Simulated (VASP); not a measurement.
# Sn in VASP: further runs

The runs below take Sn through single point, with PBE.

All numbers are computed with VASP 6.6.1; they aren't measurements. Logs are shortened: lines on timing, memory, paths and dates and some standing lists are left out, and cuts for length are marked.

**1. The cell of the first run**

The cell holds a slab with vacuum, 8 atoms: a = 4.707 Å, b = 4.707 Å, c = 26.649 Å, α = 90.00°, β = 90.00°, γ = 90.00°.

**2. Single point, PBE**

Input file INCAR:

```
PREC = Accurate
ENCUT = 520
EDIFF = 1E-6
ISMEAR = 0
SIGMA = 0.1
LREAL = F
LASPH = T
NELM = 100
ALGO = Normal
ISIF = 2
LWAVE = F
LCHARG = F
LDIPOL = T
IDIPOL = 3
DIPOL = 0.5 0.5 0.500
GGA = PE
NBANDS = 66
```

Input file KPOINTS:

```
Automatic mesh
0
Gamma
  8 8 1
```

Input file POSCAR:

```
Sn
1.0
    4.7067116633      0.0000000000      0.0000000000
    0.0000000000      4.7067116633      0.0000000000
    0.0000000000      0.0000000000     26.6485170697
Sn
8
Direct
    0.0000000000      0.5000000000      0.2801411479
    0.0000000000      0.0000000000      0.3434474552
    0.5000000000      0.0000000000      0.4062967482
    0.5000000000      0.5000000000      0.4687485143
    0.0000000000      0.5000000000      0.5312514867
    0.0000000000      0.0000000000      0.5937032537
    0.5000000000      0.0000000000      0.6565525457
    0.5000000000      0.5000000000      0.7198588483
```

Potentials or basis: VASP PAW PBE potentials, release 64 (Sn_d).

Started as:

```sh
$ cat potpaw_PBE.64/Sn_d/POTCAR > POTCAR
$ mpirun -np 1 vasp_std > vasp.out
```

OUTCAR:

```text
PREC = Accurate
   ENCUT = 520
   EDIFF = 1E-6
   ISMEAR = 0
   LREAL = F
   LASPH = T
   NELM = 100
   ISIF = 2
   GGA = PE

 ion  position               nearest neighbor table
   1  0.000  0.500  0.280-   2 2.90   2 2.90
   2  0.000  0.000  0.343-   3 2.89   3 2.89   1 2.90   1 2.90
   3  0.500  0.000  0.406-   4 2.88   4 2.88   2 2.89   2 2.89
   4  0.500  0.500  0.469-   3 2.88   3 2.88   5 2.88   5 2.88
   5  0.000  0.500  0.531-   6 2.88   6 2.88   4 2.88   4 2.88
   6  0.000  0.000  0.594-   5 2.88   5 2.88   7 2.89   7 2.89
   7  0.500  0.000  0.657-   6 2.89   6 2.89   8 2.90   8 2.90
   8  0.500  0.500  0.720-   7 2.90   7 2.90

  LATTYP: Found a simple tetragonal cell.
 ALAT       =     4.7067116633
 C/A-ratio  =     5.6618121049

  Lattice vectors:

 A1 = (   4.7067116633,   0.0000000000,   0.0000000000)
 A2 = (   0.0000000000,   4.7067116633,   0.0000000000)
 A3 = (   0.0000000000,   0.0000000000,  26.6485170697)

Analysis of symmetry for initial positions (statically):
=====================================================================
 Subroutine PRICEL returns:
 Original cell was already a primitive cell.

 Routine SETGRP: Setting up the symmetry group for a
 simple tetragonal supercell.

 Subroutine GETGRP returns: Found  8 space group operations
 (whereof  4 operations were pure point group operations)
 out of a pool of 16 trial point group operations.

The static configuration has the point symmetry C_2v.
 The point group associated with its full space group is D_2h.

Analysis of symmetry for dynamics (positions and initial velocities):
=====================================================================
 Subroutine PRICEL returns:
 Original cell was already a primitive cell.

 Routine SETGRP: Setting up the symmetry group for a
 simple tetragonal supercell.

 Subroutine GETGRP returns: Found  8 space group operations
 (whereof  4 operations were pure point group operations)
 out of a pool of 16 trial point group operations.

The dynamic configuration has the point symmetry C_2v.
 The point group associated with its full space group is D_2h.

 Subroutine INISYM returns: Found  8 space group operations
 (whereof  4 operations are pure point group operations),
 and found     1 'primitive' translations

----------------------------------------------------------------------------------------

                                     Primitive cell

  volume of cell :     590.3482

  direct lattice vectors                    reciprocal lattice vectors
     4.706711663  0.000000000  0.000000000     0.212462558  0.000000000  0.000000000
     0.000000000  4.706711663  0.000000000     0.000000000  0.212462558  0.000000000
     0.000000000  0.000000000 26.648517070     0.000000000  0.000000000  0.037525540

  length of vectors
     4.706711663  4.706711663 26.648517070     0.212462558  0.212462558  0.037525540

  position of ions in fractional coordinates (direct lattice)
     0.000000000  0.500000000  0.280141148
     0.000000000  0.000000000  0.343447455
     0.500000000  0.000000000  0.406296748
     0.500000000  0.500000000  0.468748514
     0.000000000  0.500000000  0.531251487
     0.000000000  0.000000000  0.593703254
     0.500000000  0.000000000  0.656552546
     0.500000000  0.500000000  0.719858848

  ion indices of the primitive-cell ions
   primitive index   ion index
                 1           1
                 2           2
                 3           3
                 4           4
                 5           5
                 6           6
                 7           7
                 8           8

----------------------------------------------------------------------------------------

 KPOINTS: Automatic mesh

Automatic generation of k-mesh.
 Grid dimensions read from file:
 generate k-points for:    8    8    1

 Generating k-lattice:

  Cartesian coordinates                     Fractional coordinates (reciprocal lattice)
     0.026557820  0.000000000  0.000000000     0.125000000  0.000000000  0.000000000
     0.000000000  0.026557820  0.000000000     0.000000000  0.125000000  0.000000000
     0.000000000  0.000000000  0.037525540     0.000000000  0.000000000  1.000000000

  Length of vectors
     0.026557820  0.026557820  0.037525540

  Shift w.r.t. Gamma in fractional coordinates (k-lattice)
     0.000000000  0.000000000  0.000000000

 Subroutine IBZKPT returns following result:
 ===========================================

 Found     25 irreducible k-points:

 Following reciprocal coordinates:
            Coordinates               Weight
  0.000000  0.000000  0.000000      1.000000
  0.125000  0.000000  0.000000      2.000000
  0.000000  0.125000  0.000000      2.000000
  0.250000  0.000000  0.000000      2.000000
  0.000000  0.250000  0.000000      2.000000
  0.375000  0.000000  0.000000      2.000000
[... 16 lines left out ...]
  0.500000  0.375000  0.000000      2.000000
 -0.375000  0.500000  0.000000      2.000000
   k-points           NKPTS =     25   k-points in BZ     NKDIM =     25   number of bands    NBANDS=     66
   number of dos      NEDOS =    301   number of ions     NIONS =      8
   total plane-waves  NPLWV = 259200
   dimension x,y,z NGX =    36 NGY =   36 NGZ =  200
   dimension x,y,z NGXF=    72 NGYF=   72 NGZF=  400
   ions per type =               8
   NGX,Y,Z   is equivalent  to a cutoff of  12.72, 12.72, 12.48 a.u.
   NGXF,Y,Z  is equivalent  to a cutoff of  25.43, 25.43, 24.95 a.u.
 SYSTEM =  unknown system
   PREC   = accura    normal or accurate (medium, high low for compatibility)
   ISTART =      0    job   : 0-new  1-cont  2-samecut
   ICHARG =      2    charge: 1-file 2-atom 10-const
   ISPIN  =      1    spin polarized calculation?
   LNONCOLLINEAR =      F non collinear calculations
   LSORBIT =      F    spin-orbit coupling
   LASPH  =      T    aspherical Exc in radial PAW
   ENCUT  =  520.0 eV  38.22 Ry    6.18 a.u.   8.75  8.75 49.55*2*pi/ulx,y,z
   NELM   =    100;   NELMIN=  2; NELMDL= -5     # of ELM steps
   EDIFF  = 0.1E-05   stopping-criterion for ELM
   LREAL  =      F    real-space projection
   EDIFFG = 0.1E-04   stopping-criterion for IOM
   NSW    =      0    number of steps for IOM
   IBRION =     -1    ionic relax: 0-MD 1-quasi-New 2-CG
   NFREE  =      0    steps in history (QN), initial steepest desc. (CG)
   ISIF   =      2    stress and relaxation
   ISYM   =      2    0-nonsym 1-usesym 2-fastsym
   POTIM  = 0.5000    time-step for ionic-motion
   TEBEG  =    0.0;   TEEND  =   0.0 temperature during run
   PSTRESS=    0.0 pullay stress
   NELECT =     112.0000    total number of electrons
   NUPDOWN=      -1.0000    fix difference up-down
   EMIN   =  10.00;   EMAX   =-10.00  energy-range for DOS
   EFERMI =   0.00;   METHOD = LEGACY
   ISMEAR =     0;   SIGMA  =   0.10  broadening in eV -4-tet -1-fermi 0-gaus
   EFERMI_NEDOS =   21; number of points for ismear=-14 and -15
   IALGO  =     38    algorithm
   IMIX   =      4    mixing-type and parameters
     AMIX     =   0.40;   BMIX     =  1.00
     AMIX_MAG =   1.60;   BMIX_MAG =  1.00
  volume/ion in A,a.u.               =      73.79       497.98
  Fermi-wavevector in a.u.,A,eV,Ry     =   0.940686  1.777639 12.039666  0.884890
  Thomas-Fermi vector in A             =   2.068123
   LORBIT       =      0    0 simple, 1 ext, 2 COOP (PROOUT), +10 PAW based schemes
   GGA     = PE    functional components
   LHFCALC =     F    Hartree Fock is set to
   AEXX    =    0.0000 exact exchange contribution
   IVDW    =     0    specifies the selected vdW correction
   LEPSILON=     F    determine dielectric tensor
   LRPA    =     F    only Hartree local field effects (RPA)
 non-spin polarized calculation
 Gauss-broadening in eV      SIGMA  =   0.10
  energy-cutoff  :      520.00
  volume of cell :      590.35
 maximum number of plane-waves:     15979
   NGX = 17   NGY = 17   NGZ = 99

 number of electron     111.9999917 magnetization

 dipolmoment           0.000000      0.000000      0.000001 electrons x Angstroem

 Free energy of the ion-electron system (eV)
  ---------------------------------------------------
  ext. energy  EPLUGINS =         0.00000000
  ---------------------------------------------------
  free energy    TOTEN  =       -28.34642875 eV

  energy without entropy =      -28.31208559  energy(sigma->0) =      -28.32925717

 E-fermi :   0.0501     XC(G=0):  -4.8964

 val. band max:        0.0494950995   @ k =   0.5000   0.1250   0.0000
 cond. band min:       0.0543204870   @ k =  -0.1250   0.2500   0.0000
 fundamental gap:      0.0048253874
 Fermi energy:         0.0501040685

 k-point     1 :       0.0000    0.0000    0.0000
  band No.  band energies     occupation
      1     -21.3440      2.00000
      2     -21.3274      2.00000
      3     -21.3239      2.00000
      4     -21.2880      2.00000
      5     -21.2710      2.00000
      6     -21.2452      2.00000
[... 58 lines left out ...]
     65       2.2054      0.00000
     66       2.9524      0.00000

 k-point     2 :       0.1250    0.0000    0.0000
  band No.  band energies     occupation
      1     -21.3441      2.00000
      2     -21.3329      2.00000
      3     -21.3261      2.00000
      4     -21.2904      2.00000
      5     -21.2614      2.00000
      6     -21.2454      2.00000
[... 58 lines left out ...]
     65       2.8095      0.00000
     66       3.0214      0.00000

 k-point     3 :       0.0000    0.1250    0.0000
  band No.  band energies     occupation
      1     -21.3496      2.00000
      2     -21.3284      2.00000
      3     -21.3250      2.00000
      4     -21.2853      2.00000
      5     -21.2644      2.00000
      6     -21.2491      2.00000
[... 1438 lines left out ...]
     65       3.8234      0.00000
     66       3.8234      0.00000

 k-point    24 :      -0.3750    0.5000    0.0000
  band No.  band energies     occupation
      1     -21.3526      2.00000
      2     -21.3480      2.00000
      3     -21.3229      2.00000
      4     -21.3134      2.00000
      5     -21.2523      2.00000
      6     -21.2396      2.00000
[... 58 lines left out ...]
     65       4.0095      0.00000
     66       4.3254      0.00000

 [... further k-points ...]

------------------------ aborting loop because EDIFF is reached ----------------------------------------

 vacuum level on the upper side and lower side of the slab       (xc-potential included)        -0.131        -0.131

  FORCE on cell =-STRESS in cart. coord.  units (eV):
  Direction    XX          YY          ZZ          XY          YZ          ZX
  --------------------------------------------------------------------------------------
  -------------------------------------------------------------------------------------
  Total       -1.6817199     -0.5041198     -0.0804756      0.0000000      0.0000000      0.0000000
  in kB       -4.5641090     -1.3681575     -0.2184070      0.0000000      0.0000000      0.0000000
  external PRESSURE =      -2.0502245 kB  Pullay stress =       0.0000000 kB

 VOLUME and BASIS-vectors are now :
 -----------------------------------------------------------------------------
  energy-cutoff  :      520.00
  volume of cell :      590.35
      direct lattice vectors                 reciprocal lattice vectors
     4.706711663  0.000000000  0.000000000     0.212462558  0.000000000  0.000000000
     0.000000000  4.706711663  0.000000000     0.000000000  0.212462558  0.000000000
     0.000000000  0.000000000 26.648517070     0.000000000  0.000000000  0.037525540

 POSITION                                       TOTAL-FORCE (eV/Angst)
 -----------------------------------------------------------------------------------
      0.00000      2.35336      7.46535         0.000000      0.000000     -0.007132
      0.00000      0.00000      9.15237         0.000000      0.000000      0.009547
      2.35336      0.00000     10.82721         0.000000      0.000000     -0.007367
      2.35336      2.35336     12.49145         0.000000      0.000000      0.008458
      0.00000      2.35336     14.15706         0.000000      0.000000     -0.008458
      0.00000      0.00000     15.82131         0.000000      0.000000      0.007367
      2.35336      0.00000     17.49615         0.000000      0.000000     -0.009547
      2.35336      2.35336     19.18317         0.000000      0.000000      0.007132
 -----------------------------------------------------------------------------------
    total drift:                                0.000000      0.000000      0.000085

  FREE ENERGIE OF THE ION-ELECTRON SYSTEM (eV)
  ---------------------------------------------------
  free  energy   TOTEN  =       -28.3464287474 eV

  energy  without entropy=      -28.3120855934  energy(sigma->0) =      -28.32925717

 vacuum level on the upper side and lower side of the slab         4.475         4.475
```

Run time: 26 min. Hardware: 1 thread of Intel Xeon Platinum 8259CL at 2.50GHz (Skylake/Cascade Lake), shared host; peak memory 0.94 GiB.

What came out:

```yaml
Free_energy: -28.3464 eV
Largest_force: 0.010 eV/Å
Band_gap_on_the_k_mesh: zero (bands 56 and 57 overlap by 0.68 eV)
```

Forces on the atoms (eV/Å):
```
Sn   0.000  0.000 -0.007
Sn   0.000  0.000  0.010
Sn   0.000  0.000 -0.007
Sn   0.000  0.000  0.008
Sn   0.000  0.000 -0.008
Sn   0.000  0.000  0.007
Sn   0.000  0.000 -0.010
Sn   0.000  0.000  0.007
```

Levels at points of the mesh, in eV from the Fermi level:
```
           k point  band 52  band 53  band 54  band 55  band 56  band 57  band 58  band 59  band 60  band 61
(0.00, 0.00, 0.00)    -1.17    -0.56    -0.39     0.07     0.48     1.13     1.19     1.29     1.41     1.67
(0.50, 0.00, 0.00)    -0.80    -0.80    -0.80    -0.50    -0.50     0.08     0.08     1.39     1.39     1.88
(0.00, 0.50, 0.00)    -1.09    -0.81    -0.70    -0.67    -0.33     0.62     1.15     1.43     1.74     1.74
(0.50, 0.50, 0.00)    -2.28    -1.98    -1.98    -0.66    -0.66    -0.19    -0.19     1.65     1.65     2.12
```

Caveat: spin-orbit coupling is left out, which moves the levels of the heavy elements.

(Continued in part 2 of 2.)
